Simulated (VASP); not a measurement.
## Mg2ZnS3: single point with r2SCAN

The system is Mg2ZnS3.

```
Mg Zn S
1.0
     6.89497    0.00000    0.00000
    -3.44748    5.97122    0.00000
     0.00000    0.00000    6.44911
Mg Zn S
4 2 6
Direct
  0.33680 0.33680 0.00278
  0.00000 0.66320 0.00278
  0.66320 0.00000 0.00278
  0.00000 0.00000 0.50421
  0.66667 0.33333 0.50466
  0.33333 0.66667 0.50466
  0.34424 0.34424 0.38664
  0.00000 0.65576 0.38664
  0.65576 0.00000 0.38664
  0.66667 0.33333 0.87105
  0.33333 0.66667 0.87105
  0.00000 0.00000 0.88611
```

```
Program             : VASP 6.6.1
Task                : single point
Functional          : r2SCAN
Potentials or basis : VASP PAW PBE potentials, release 64 (Mg, Zn, S)
Cutoff              : 520 eV
k mesh              : 6 × 6 × 4
Occupations         : gaussian, width 0.02 eV
Spin                : no spin polarisation
```

| Item | Value |
| --- | --- |
| Pressure | -1.6 GPa |
| Largest force | 0.028 eV/Å |
| Band gap on the k mesh | 3.41 eV |

Forces on the atoms (eV/Å):
```
Mg  -0.001 -0.001 -0.012
Mg  -0.001  0.001 -0.012
Mg   0.001  0.000 -0.012
Mg   0.000  0.000  0.010
Zn   0.000  0.000  0.013
Zn   0.000  0.000  0.013
S    0.013  0.022  0.013
S    0.013 -0.022  0.013
S   -0.025  0.000  0.013
S    0.000  0.000 -0.018
S    0.000  0.000 -0.018
S    0.000  0.000 -0.002
```

Levels at points of the mesh, in eV from the valence-band top:
| k point | band 32 | band 33 | band 34 | band 35 | band 36 | band 37 |
| --- | --- | --- | --- | --- | --- | --- |
| (0.00, 0.00, 0.00) | 0.00 | 0.00 | 0.00 | 3.41 | 4.90 | 5.07 |
| (0.50, 0.00, 0.00) | -0.51 | -0.47 | -0.37 | 4.71 | 5.28 | 5.56 |
| (0.00, 0.00, 0.50) | -0.51 | -0.15 | -0.15 | 4.47 | 5.23 | 5.53 |
| (0.50, 0.00, 0.50) | -0.89 | -0.81 | -0.70 | 4.49 | 4.98 | 5.36 |

Wall time 17 min on 1 thread of Intel(R) Xeon(R) Platinum 8488C (Sapphire Rapids), on a shared host, peak memory 0.54 GiB.

Caveat: the PAW data sets were made with another functional, which shifts forces and pressure a little. A k mesh can miss the band edges.
